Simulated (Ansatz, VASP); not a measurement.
SnO2 in VASP and in Ansatz

File INCAR:

```
SYSTEM = SnO2
PREC = Accurate
ENCUT = 520
EDIFF = 1E-6
ISMEAR = 0
SIGMA = 0.05
LREAL = .FALSE.
LASPH = .TRUE.
NELM = 100
ALGO = Normal
ISIF = 2
LWAVE = .FALSE.
LCHARG = .FALSE.
GGA = CA
NBANDS = 64
```

File KPOINTS:

```
Automatic mesh
0
G
  6 6 6
  0 0 0
```

File POSCAR:

```
SnO2
1.0
    3.0716587119      1.7734229842      3.9163996027
   -3.0716587119      1.7734229842      3.9163996027
    0.0000000000     -3.5468459684      3.9163996027
Sn O
4 8
Direct
    0.8645353782      0.8645353782      0.8645353782
    0.3648691645      0.3648691645      0.8648751974
    0.3648691645      0.8648751974      0.3648691645
    0.8648751974      0.3648691645      0.3648691645
    0.1199116729      0.6196051221      0.6196051221
    0.6196051221      0.1199116729      0.6196051221
    0.6196051221      0.6196051221      0.1199116729
    0.6099370359      0.6099370359      0.6099370359
    0.1198492242      0.1198492242      0.1198492242
    0.1096932183      0.1096932183      0.6100024814
    0.1096932183      0.6100024814      0.1096932183
    0.6100024814      0.1096932183      0.1096932183
```

Input for Ansatz:

```yaml
crystal:
  lattice:
    - [3.0716587119, 1.7734229842, 3.9163996027]
    - [-3.0716587119, 1.7734229842, 3.9163996027]
    - [0.0, -3.5468459684, 3.9163996027]
  atoms:
    - { symbol: Sn, position: [0.8645353782, 0.8645353782, 0.8645353782] }
    - { symbol: Sn, position: [0.3648691645, 0.3648691645, 0.8648751974] }
    - { symbol: Sn, position: [0.3648691645, 0.8648751974, 0.3648691645] }
    - { symbol: Sn, position: [0.8648751974, 0.3648691645, 0.3648691645] }
    - { symbol: O, position: [0.1199116729, 0.6196051221, 0.6196051221] }
    - { symbol: O, position: [0.6196051221, 0.1199116729, 0.6196051221] }
    - { symbol: O, position: [0.6196051221, 0.6196051221, 0.1199116729] }
    - { symbol: O, position: [0.6099370359, 0.6099370359, 0.6099370359] }
    - { symbol: O, position: [0.1198492242, 0.1198492242, 0.1198492242] }
    - { symbol: O, position: [0.1096932183, 0.1096932183, 0.6100024814] }
    - { symbol: O, position: [0.1096932183, 0.6100024814, 0.1096932183] }
    - { symbol: O, position: [0.6100024814, 0.1096932183, 0.1096932183] }
basis:
  ecutwfc: 520.0
kpoints:
  mp_grid: { grid: [6, 6, 6] }
hamiltonian:
  xc: lda
  pseudopotentials: { kind: paw, azcp: { folder: soft_1 } }
scf:
  occupations: { method: gaussian, width: 0.05 }
output:
  forces: true
  stress: true
  eigenvalues: true
```

Alike in both runs: task single point; functional LDA; k mesh 6 × 6 × 6; occupations gaussian, width 0.05 eV; no spin polarisation.

```csv
,VASP,Ansatz
version,VASP 6.6.1,Ansatz 0.2.0
potentials or method,"VASP PAW LDA potentials, release 64 (Sn_d, O), cutoff 520 eV","scalar-relativistic, plane waves, PAW"
valence electrons in the cell,104,104
```

```tsv
	VASP	Ansatz	Ansatz less VASP
gap on the k mesh at the Fermi level (eV)	2.75	2.74	-0.006
least direct gap on the mesh (eV)	2.75	2.74	-0.006
rms of the force components (eV/Å)	0.850	0.785	-0.0643
```

Ansatz warns that its potentials were made for another functional, while VASP's fit it. LDA's correlation is that of Perdew and Zunger in VASP and of Perdew and Wang (1992) in Ansatz. Atom by atom the forces differ by 0.064 eV/Å (rms over components).
